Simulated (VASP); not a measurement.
# W (Im-3m) in VASP: further runs

Runs on W. Level: PBE. Tasks: single point.

All numbers are computed with VASP 6.6.1; they aren't measurements. Logs are shortened: lines on timing, memory, paths and dates and some standing lists are left out, and cuts for length are marked.

## Step 1: The cell of the first run

Symmetry: Im-3m, No. 229, cubic system. Conventional cell: a = 3.162 Å, b = 3.162 Å, c = 3.162 Å, α = 90.00°, β = 90.00°, γ = 90.00°. Within 3.6 Å of W (site symmetry m-3m) lie 14 W at 2.74 to 3.16 Å.

## Step 2: Single point, PBE (volume scaled by 0.98)

Input file INCAR:

```
SYSTEM = W
PREC = Accurate
ENCUT = 520
EDIFF = 1E-6
ISMEAR = -1
SIGMA = 0.15
LREAL = .False.
LASPH = .True.
NELM = 100
ALGO = Normal
ISIF = 2
LWAVE = .False.
LCHARG = .True.
GGA = PE
LELF = .True.
LVHAR = .True.
NBANDS = 13
```

Input file KPOINTS:

```
Automatic mesh
0
Gamma
  20 20 20
  0 0 0
```

Input file POSCAR:

```
W
1.0
   -1.5812035007      1.5812035007      1.5812035007
    1.5812035007     -1.5812035007      1.5812035007
    1.5812035007      1.5812035007     -1.5812035007
W
1
Direct
    0.0000000000      0.0000000000      0.0000000000
```

Potentials or basis: VASP PAW PBE potentials, release 64 (W_sv).

Run with:

```bash
$ cat potpaw_PBE.64/W_sv/POTCAR > POTCAR
$ mpirun -np 1 vasp_std > vasp.out
```

OUTCAR:

```text
SYSTEM = W
   PREC = Accurate
   ENCUT = 520
   EDIFF = 1E-6
   ISMEAR = -1
   LREAL = .False.
   LASPH = .True.
   NELM = 100
   ISIF = 2
   GGA = PE

 ion  position               nearest neighbor table
   1  0.000  0.000  0.000-

  LATTYP: Found a body centered cubic cell.
 ALAT       =     3.1624070014

  Lattice vectors:

 A1 = (  -1.5812035007,   1.5812035007,   1.5812035007)
 A2 = (   1.5812035007,  -1.5812035007,   1.5812035007)
 A3 = (   1.5812035007,   1.5812035007,  -1.5812035007)

Analysis of symmetry for initial positions (statically):
=====================================================================
 Subroutine PRICEL returns:
 Original cell was already a primitive cell.

 Routine SETGRP: Setting up the symmetry group for a
 body centered cubic supercell.

 Subroutine GETGRP returns: Found 48 space group operations
 (whereof 48 operations were pure point group operations)
 out of a pool of 48 trial point group operations.

The static configuration has the point symmetry O_h .

Analysis of symmetry for dynamics (positions and initial velocities):
=====================================================================
 Subroutine PRICEL returns:
 Original cell was already a primitive cell.

 Routine SETGRP: Setting up the symmetry group for a
 body centered cubic supercell.

 Subroutine GETGRP returns: Found 48 space group operations
 (whereof 48 operations were pure point group operations)
 out of a pool of 48 trial point group operations.

The dynamic configuration has the point symmetry O_h .

 Subroutine INISYM returns: Found 48 space group operations
 (whereof 48 operations are pure point group operations),
 and found     1 'primitive' translations

----------------------------------------------------------------------------------------

                                     Primitive cell

  volume of cell :      15.8133

  direct lattice vectors                    reciprocal lattice vectors
    -1.581203501  1.581203501  1.581203501     0.000000000  0.316214832  0.316214832
     1.581203501 -1.581203501  1.581203501     0.316214832  0.000000000  0.316214832
     1.581203501  1.581203501 -1.581203501     0.316214832  0.316214832  0.000000000

  length of vectors
     2.738724800  2.738724800  2.738724800     0.447195305  0.447195305  0.447195305

  position of ions in fractional coordinates (direct lattice)
     0.000000000  0.000000000  0.000000000

  ion indices of the primitive-cell ions
   primitive index   ion index
                 1           1

----------------------------------------------------------------------------------------

 KPOINTS: Automatic mesh

Automatic generation of k-mesh.
 Grid dimensions read from file:
 generate k-points for:   20   20   20

 Generating k-lattice:

  Cartesian coordinates                     Fractional coordinates (reciprocal lattice)
     0.000000000  0.015810742  0.015810742     0.050000000  0.000000000  0.000000000
     0.015810742  0.000000000  0.015810742     0.000000000  0.050000000  0.000000000
     0.015810742  0.015810742  0.000000000     0.000000000  0.000000000  0.050000000

  Length of vectors
     0.022359765  0.022359765  0.022359765

  Shift w.r.t. Gamma in fractional coordinates (k-lattice)
     0.000000000  0.000000000  0.000000000

 Subroutine IBZKPT returns following result:
 ===========================================

 Found    256 irreducible k-points:

 Following reciprocal coordinates:
            Coordinates               Weight
  0.000000  0.000000  0.000000      1.000000
  0.050000  0.000000  0.000000     12.000000
  0.100000  0.000000  0.000000     12.000000
  0.150000  0.000000  0.000000     12.000000
  0.200000  0.000000  0.000000     12.000000
  0.250000  0.000000  0.000000     12.000000
[... 16 lines left out ...]
  0.200000  0.100000  0.000000     48.000000
  0.250000  0.100000  0.000000     48.000000
 [... further k-points ...]
   k-points           NKPTS =    256   k-points in BZ     NKDIM =    256   number of bands    NBANDS=     13
   number of dos      NEDOS =    301   number of ions     NIONS =      1
   total plane-waves  NPLWV =   8000
   dimension x,y,z NGX =    20 NGY =   20 NGZ =   20
   dimension x,y,z NGXF=    40 NGYF=   40 NGZF=   40
   ions per type =               1
   NGX,Y,Z   is equivalent  to a cutoff of  12.14, 12.14, 12.14 a.u.
   NGXF,Y,Z  is equivalent  to a cutoff of  24.28, 24.28, 24.28 a.u.
 SYSTEM =  W
   PREC   = accura    normal or accurate (medium, high low for compatibility)
   ISTART =      0    job   : 0-new  1-cont  2-samecut
   ICHARG =      2    charge: 1-file 2-atom 10-const
   ISPIN  =      1    spin polarized calculation?
   LNONCOLLINEAR =      F non collinear calculations
   LSORBIT =      F    spin-orbit coupling
   LASPH  =      T    aspherical Exc in radial PAW
   ENCUT  =  520.0 eV  38.22 Ry    6.18 a.u.   5.09  5.09  5.09*2*pi/ulx,y,z
   NELM   =    100;   NELMIN=  2; NELMDL= -5     # of ELM steps
   EDIFF  = 0.1E-05   stopping-criterion for ELM
   LREAL  =      F    real-space projection
   EDIFFG = 0.1E-04   stopping-criterion for IOM
   NSW    =      0    number of steps for IOM
   IBRION =     -1    ionic relax: 0-MD 1-quasi-New 2-CG
   NFREE  =      0    steps in history (QN), initial steepest desc. (CG)
   ISIF   =      2    stress and relaxation
   ISYM   =      2    0-nonsym 1-usesym 2-fastsym
   POTIM  = 0.5000    time-step for ionic-motion
   TEBEG  =    0.0;   TEEND  =   0.0 temperature during run
   PSTRESS=    0.0 pullay stress
   NELECT =      14.0000    total number of electrons
   NUPDOWN=      -1.0000    fix difference up-down
   EMIN   =  10.00;   EMAX   =-10.00  energy-range for DOS
   EFERMI =   0.00;   METHOD = LEGACY
   ISMEAR =    -1;   SIGMA  =   0.15  broadening in eV -4-tet -1-fermi 0-gaus
   EFERMI_NEDOS =   21; number of points for ismear=-14 and -15
   IALGO  =     38    algorithm
   IMIX   =      4    mixing-type and parameters
     AMIX     =   0.40;   BMIX     =  1.00
     AMIX_MAG =   1.60;   BMIX_MAG =  1.00
  volume/ion in A,a.u.               =      15.81       106.71
  Fermi-wavevector in a.u.,A,eV,Ry     =   1.571966  2.970585 33.621034  2.471076
  Thomas-Fermi vector in A             =   2.673471
   LORBIT       =      0    0 simple, 1 ext, 2 COOP (PROOUT), +10 PAW based schemes
   GGA     = PE    functional components
   LHFCALC =     F    Hartree Fock is set to
   AEXX    =    0.0000 exact exchange contribution
   IVDW    =     0    specifies the selected vdW correction
   LEPSILON=     F    determine dielectric tensor
   LRPA    =     F    only Hartree local field effects (RPA)
 non-spin polarized calculation
  energy-cutoff  :      520.00
  volume of cell :       15.81
 maximum number of plane-waves:       438
   NGX = 11   NGY = 11   NGZ = 11

 number of electron      14.0000004 magnetization

 Free energy of the ion-electron system (eV)
  ---------------------------------------------------
  ext. energy  EPLUGINS =         0.00000000
  ---------------------------------------------------
  free energy    TOTEN  =       -12.96577149 eV

  energy without entropy =      -12.93286450  energy(sigma->0) =      -12.94931800

 E-fermi :  11.4761     XC(G=0): -13.6543

 val. band max:       11.4698659353   @ k =  -0.2000   0.2500   0.1000
 cond. band min:      11.4867217923   @ k =  -0.1500   0.2000   0.1000
 fundamental gap:      0.0168558571
 Fermi energy:        11.4761353103

 k-point     1 :       0.0000    0.0000    0.0000
  band No.  band energies     occupation
      1     -62.6994      2.00000
      2     -26.2579      2.00000
      3     -26.2579      2.00000
      4     -26.2579      2.00000
      5       1.8279      2.00000
      6      10.2464      1.99945
      7      10.2464      1.99945
      8      10.2464      1.99945
      9      13.7473      0.00000
     10      13.7473      0.00000
     11      26.0011      0.00000
     12      26.0011      0.00000
     13      26.0011      0.00000

 k-point     2 :       0.0500    0.0000    0.0000
  band No.  band energies     occupation
      1     -62.6961      2.00000
      2     -26.2923      2.00000
      3     -26.2686      2.00000
      4     -26.2580      2.00000
      5       1.9500      2.00000
      6      10.1715      1.99967
      7      10.2303      1.99951
      8      10.3639      1.99880
      9      13.6244      0.00000
     10      13.7476      0.00000
     11      26.1071      0.00000
     12      26.2086      0.00000
     13      26.3057      0.00000

 k-point     3 :       0.1000    0.0000    0.0000
  band No.  band energies     occupation
      1     -62.6865      2.00000
      2     -26.3915      2.00000
      3     -26.2996      2.00000
      4     -26.2585      2.00000
      5       2.3051      2.00000
      6       9.9614      1.99992
      7      10.1631      1.99968
      8      10.7131      1.98772
      9      13.3434      0.00001
     10      13.7538      0.00000
     11      26.3845      0.00000
     12      26.8153      0.00000
     13      27.1095      0.00000

 k-point     4 :       0.1500    0.0000    0.0000
  band No.  band energies     occupation
      1     -62.6716      2.00000
      2     -26.5434      2.00000
      3     -26.3475      2.00000
      4     -26.2593      2.00000
      5       2.8584      2.00000
      6       9.6536      1.99999
      7      10.0083      1.99989
      8      11.2846      1.56378
      9      13.0931      0.00004
     10      13.7783      0.00000
     11      26.6882      0.00000
     12      27.7802      0.00000
     13      28.0879      0.00000

 k-point     5 :       0.2000    0.0000    0.0000
  band No.  band energies     occupation
      1     -62.6527      2.00000
      2     -26.7306      2.00000
      3     -26.4074      2.00000
      4     -26.2604      2.00000
      5       3.5437      2.00000
      6       9.2941      2.00000
      7       9.7825      1.99998
      8      12.0620      0.03947
      9      13.0148      0.00007
     10      13.8358      0.00000
     11      26.7283      0.00000
     12      28.6138      0.00000
     13      29.0509      0.00000

 k-point     6 :       0.2500    0.0000    0.0000
  band No.  band energies     occupation
      1     -62.6318      2.00000
      2     -26.9331      2.00000
      3     -26.4730      2.00000
      4     -26.2615      2.00000
      5       4.2491      2.00000
      6       8.9264      2.00000
      7       9.6184      1.99999
      8      13.0193      0.00007
      9      13.1191      0.00004
     10      13.9368      0.00000
     11      26.2512      0.00000
     12      28.0479      0.00000
     13      30.5727      0.00000

 k-point     7 :       0.3000    0.0000    0.0000
  band No.  band energies     occupation
      1     -62.6108      2.00000
      2     -27.1307      2.00000
      3     -26.5379      2.00000
      4     -26.2627      2.00000
      5       4.8164      2.00000
      6       8.5853      2.00000
      7       9.7185      1.99998
      8      13.3336      0.00001
      9      14.0819      0.00000
     10      14.1167      0.00000
     11      25.3960      0.00000
     12      26.7301      0.00000
     13      32.2907      0.00000
[... 193 lines left out ...]
 k-point    20 :       0.4500    0.0500   -0.0000
  band No.  band energies     occupation
      1     -62.5636      2.00000
      2     -27.5388      2.00000
      3     -26.6870      2.00000
      4     -26.2788      2.00000
      5       5.2795      2.00000
      6       7.9340      2.00000
      7      11.8274      0.17548
      8      13.6181      0.00000
      9      14.7397      0.00000
     10      17.6993      0.00000
     11      22.5505      0.00000
     12      23.2143      0.00000
     13      28.3723      0.00000

 k-point    21 :       0.1000    0.1000    0.0000
  band No.  band energies     occupation
      1     -62.6632      2.00000
      2     -26.6249      2.00000
      3     -26.3465      2.00000
      4     -26.2905      2.00000
      5       3.1789      2.00000
      6       9.6085      1.99999
      7       9.7315      1.99998
      8      11.7069      0.35356
      9      12.8572      0.00020
     10      13.9359      0.00000
     11      27.0487      0.00000
     12      27.9545      0.00000
     13      28.5021      0.00000

 k-point    22 :       0.1500    0.1000    0.0000
  band No.  band energies     occupation
      1     -62.6452      2.00000
      2     -26.7921      2.00000
      3     -26.4042      2.00000
      4     -26.3004      2.00000
      5       3.8505      2.00000
      6       9.2906      2.00000
      7       9.4702      2.00000
      8      12.5208      0.00189
      9      12.7423      0.00043
     10      14.0842      0.00000
     11      27.2698      0.00000
     12      28.1136      0.00000
     13      29.2128      0.00000

 k-point    23 :       0.2000    0.1000    0.0000
  band No.  band energies     occupation
      1     -62.6253      2.00000
      2     -26.9706      2.00000
      3     -26.4767      2.00000
      4     -26.3052      2.00000
      5       4.5593      2.00000
      6       8.9331      2.00000
      7       9.2932      2.00000
      8      12.7887      0.00032
      9      13.5325      0.00000
     10      14.2343      0.00000
     11      26.5552      0.00000
     12      27.9663      0.00000
     13      29.9896      0.00000

 k-point    24 :       0.2500    0.1000    0.0000
  band No.  band energies     occupation
      1     -62.6053      2.00000
      2     -27.1437      2.00000
      3     -26.5516      2.00000
      4     -26.3083      2.00000
      5       5.1483      2.00000
      6       8.6075      2.00000
      7       9.3412      2.00000
      8      13.0010      0.00008
      9      14.3622      0.00000
     10      14.6694      0.00000
     11      25.4812      0.00000
     12      26.9995      0.00000
     13      31.1900      0.00000

 [... further k-points ...]
[... 5 lines left out ...]
  --------------------------------------------------------------------------------------
  -------------------------------------------------------------------------------------
  Total        0.6865985      0.6865985      0.6865985      0.0000000     -0.0000000     -0.0000000
  in kB       69.5648961     69.5648961     69.5648961      0.0000000     -0.0000000     -0.0000000
  external PRESSURE =      69.5648961 kB  Pullay stress =       0.0000000 kB

 VOLUME and BASIS-vectors are now :
 -----------------------------------------------------------------------------
  energy-cutoff  :      520.00
  volume of cell :       15.81
      direct lattice vectors                 reciprocal lattice vectors
    -1.581203501  1.581203501  1.581203501     0.000000000  0.316214832  0.316214832
     1.581203501 -1.581203501  1.581203501     0.316214832  0.000000000  0.316214832
     1.581203501  1.581203501 -1.581203501     0.316214832  0.316214832  0.000000000

 POSITION                                       TOTAL-FORCE (eV/Angst)
 -----------------------------------------------------------------------------------
      0.00000      0.00000      0.00000         0.000000      0.000000      0.000000
 -----------------------------------------------------------------------------------
    total drift:                                0.000000     -0.000000      0.000000

  FREE ENERGIE OF THE ION-ELECTRON SYSTEM (eV)
  ---------------------------------------------------
  free  energy   TOTEN  =       -12.9657714928 eV

  energy  without entropy=      -12.9328645027  energy(sigma->0) =      -12.94931800
```

It took 14 s on 1 thread of Intel Xeon 6975P-C (Granite Rapids), shared host; peak memory 0.16 GiB.

What came out:

- Free energy: -12.9658 eV
- Pressure: 7.0 GPa
- Band gap on the k mesh: zero (band 7 reaches 16.66 eV, above the bottom of band 8 at 10.25 eV)

Caveat: the cell differs from its parent crystal (volume scaled by 0.98); spin-orbit coupling is left out, which moves the levels of the heavy elements.

## Step 3: Single point, PBE

This run uses another cell than the first one, of 16.14 Å³/atom, 1.020 times its volume.

Input file INCAR:

```
  PREC = Accurate
  ENCUT = 520
  EDIFF = 1E-7
  ISMEAR = -1
  SIGMA = 0.15
  LREAL = F
  LASPH = T
  NELM = 80
  ALGO = Normal
  ISIF = 2
  LWAVE = F
  LCHARG = F
  GGA = PE
  NBANDS = 13
```

Input file KPOINTS:

```
Automatic mesh
0
Gamma
  20 20 20
```

Input file POSCAR:

```
W
1.0
   -1.5918876323      1.5918876323      1.5918876323
    1.5918876323     -1.5918876323      1.5918876323
    1.5918876323      1.5918876323     -1.5918876323
W
1
Direct
    0.0000000000      0.0000000000      0.0000000000
```

Potentials or basis: VASP PAW PBE potentials, release 64 (W_sv).

Run with:

```bash
$ cat potpaw_PBE.64/W_sv/POTCAR > POTCAR
$ mpirun -np 1 vasp_std > vasp.out
```

OUTCAR:

```text
PREC = Accurate
   ENCUT = 520
   EDIFF = 1E-7
   ISMEAR = -1
   LREAL = F
   LASPH = T
   NELM = 80
   ISIF = 2
   GGA = PE

 ion  position               nearest neighbor table
   1  0.000  0.000  0.000-

  LATTYP: Found a body centered cubic cell.
 ALAT       =     3.1837752646

  Lattice vectors:

 A1 = (  -1.5918876323,   1.5918876323,   1.5918876323)
 A2 = (   1.5918876323,  -1.5918876323,   1.5918876323)
 A3 = (   1.5918876323,   1.5918876323,  -1.5918876323)

[... 552 lines left out ...]
      4     -26.6519      2.00000
      5       4.9297      2.00000
      6       8.3948      2.00000
      7       9.0896      2.00000
      8      12.6798      0.00009
      9      13.9973      0.00000
     10      14.2904      0.00000
     11      25.0328      0.00000
     12      26.4521      0.00000
     13      30.7022      0.00000

 [... further k-points ...]
[... 5 lines left out ...]
  --------------------------------------------------------------------------------------
  -------------------------------------------------------------------------------------
  Total        0.0506124      0.0506124      0.0506124     -0.0000000      0.0000000      0.0000000
  in kB        5.0253998      5.0253998      5.0253998     -0.0000000      0.0000000      0.0000000
  external PRESSURE =       5.0253998 kB  Pullay stress =       0.0000000 kB

 VOLUME and BASIS-vectors are now :
 -----------------------------------------------------------------------------
  energy-cutoff  :      520.00
  volume of cell :       16.14
      direct lattice vectors                 reciprocal lattice vectors
    -1.591887632  1.591887632  1.591887632     0.000000000  0.314092521  0.314092521
     1.591887632 -1.591887632  1.591887632     0.314092521  0.000000000  0.314092521
     1.591887632  1.591887632 -1.591887632     0.314092521  0.314092521  0.000000000

 POSITION                                       TOTAL-FORCE (eV/Angst)
 -----------------------------------------------------------------------------------
      0.00000      0.00000      0.00000        -0.000000      0.000000     -0.000000
 -----------------------------------------------------------------------------------
    total drift:                                0.000000      0.000000      0.000000

  FREE ENERGIE OF THE ION-ELECTRON SYSTEM (eV)
  ---------------------------------------------------
  free  energy   TOTEN  =       -12.9733676698 eV

  energy  without entropy=      -12.9401345635  energy(sigma->0) =      -12.95675112
```

Wall time 16 s (1 thread of Intel Xeon 6975P-C (Granite Rapids), shared host); peak memory 0.18 GiB.

What came out:

```
Free energy            : -12.9734 eV
Pressure               : 0.5 GPa
Band gap on the k mesh : zero (band 7 reaches 16.23 eV, above the bottom of band 8 at 9.99 eV)
```

Levels at points of the mesh, in eV from the Fermi level:
```
           k point  band 5  band 6  band 7  band 8  band 9  band 10
(0.00, 0.00, 0.00)   -9.53   -1.19   -1.19   -1.19    2.23     2.23
(0.50, 0.00, 0.00)   -6.15   -3.47    0.63    2.11    3.07     6.00
(0.50, 0.50, 0.50)   -5.68   -5.68    5.05    5.05    5.05     8.11
```

Caveat: spin-orbit coupling is left out, which moves the levels of the heavy elements.
